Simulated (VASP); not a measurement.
Runs of VASP 6.6.1 on ZnO. The structure is that of space group P6_3mc (No. 186), or close to it. The cells are those of the table. 

```csv
cell,gap on the mesh (eV),pressure (GPa),largest force (eV/Å)
"a = 3.123, b = 3.123, c = 5.214 Å, angles 90.0, 90.0, 120.0°, 4 atoms",(b),6.5,0.36
"a = 3.155, b = 3.155, c = 5.183 Å, angles 90.0, 90.0, 120.0°, 4 atoms",0.80,3.6,0.18
"a = 3.155, b = 3.155, c = 5.205 Å, angles 90.0, 90.0, 120.0°, 4 atoms",0.80,2.8,0.01
"a = 3.171, b = 3.171, c = 5.178 Å, angles 90.0, 90.0, 120.0°, 4 atoms",0.80,(a),-
"a = 3.203, b = 3.203, c = 5.126 Å, angles 90.0, 90.0, 120.0°, 4 atoms",0.81,(c),-
"a = 3.171, b = 3.171, c = 5.168 Å, angles 90.0, 90.0, 120.0°, 4 atoms",0.81,2.5,0.09
"a = 3.123, b = 3.123, c = 5.256 Å, angles 90.0, 90.0, 120.0°, 4 atoms",0.78,4.5,0.01
"a = 3.203, b = 3.203, c = 5.137 Å, angles 90.0, 90.0, 120.0°, 4 atoms",0.81,0.2,(d)
```

Alike in all rows: task single point; level LDA; potentials or basis VASP PAW LDA potentials, release 64 (Zn, O); no spin polarisation; k mesh 8 × 8 × 4; cutoff (eV) 520; smearing gaussian 0.01 eV.

Task: Estimate the missing entries.

Result: (a) 2.1; (b) 0.79; (c) 0.3; (d) 0.08.

